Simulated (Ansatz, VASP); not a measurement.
## Two plane-wave programs on V

```
V
1.0
    -3.14099    3.14099    3.14099
     3.14099   -3.14099    3.14099
     3.14099    3.14099   -3.14099
V
8
Direct
  0.25000 0.25000 0.25000
  0.50000 0.00000 0.25000
  0.25000 0.50000 0.00000
  0.00000 0.25000 0.50000
  0.75000 0.75000 0.75000
  0.50000 0.00000 0.75000
  0.75000 0.50000 0.00000
  0.00000 0.75000 0.50000
```

Alike in both runs: functional PBE; k mesh 8 × 8 × 8; occupations gaussian, width 0.1 eV; no spin polarisation.

Ansatz relaxed the structure, and its values are those at the end. VASP's run is a single point on that final structure, the one shown.

|  | VASP | Ansatz |
| --- | --- | --- |
| version | VASP 6.6.1 | Ansatz 0.2.0 |
| potentials or method | VASP PAW PBE potentials, release 64 (V_sv), cutoff 520 eV | scalar-relativistic, plane waves, PAW |
| valence electrons in the cell | 104 | 104 |

```csv
,VASP,Ansatz,Ansatz less VASP
gap on the k mesh at the Fermi level (eV),none,none,-
pressure (GPa),0.5,0.0,-0.45
```

A gap of «none» marks a metal or a gap that the smearing closes.
